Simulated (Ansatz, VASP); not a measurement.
**Pt: VASP beside Ansatz**

```
Pt
1.0
     0.00000    1.96000    1.96000
     1.96000    0.00000    1.96000
     1.96000    1.96000    0.00000
Pt
1
Direct
  0.00000 0.00000 0.00000
```

Alike in both runs: task single point; functional LDA; k mesh 8 × 8 × 8; occupations gaussian, width 0.1 eV; no spin polarisation.

|  | VASP | Ansatz |
| --- | --- | --- |
| version | VASP 6.6.1 | Ansatz 0.2.0 |
| potentials or method | VASP PAW LDA potentials, release 64 (Pt), cutoff 500 eV | scalar-relativistic, plane waves, PAW |
| valence electrons in the cell | 10 | 18 |

Ansatz gave:

| Quantity | Value |
| --- | --- |
| gap on the k mesh at the Fermi level (eV) | none |
| pressure (GPa) | -6.5 |

Question: What did VASP give for the same quantities?

Answer: gap on the k mesh at the Fermi level (eV): none; pressure (GPa): -5.8.

Ansatz warns that its potentials were made for another functional, while VASP's fit it. LDA's correlation is that of Perdew and Zunger in VASP and of Perdew and Wang (1992) in Ansatz. A gap of «none» marks a metal or a gap that the smearing closes. VASP's potentials hold 10 valence electrons a cell and Ansatz's 18, so a difference there can come from the potentials and not from the codes.

Neither program's run includes spin-orbit coupling.
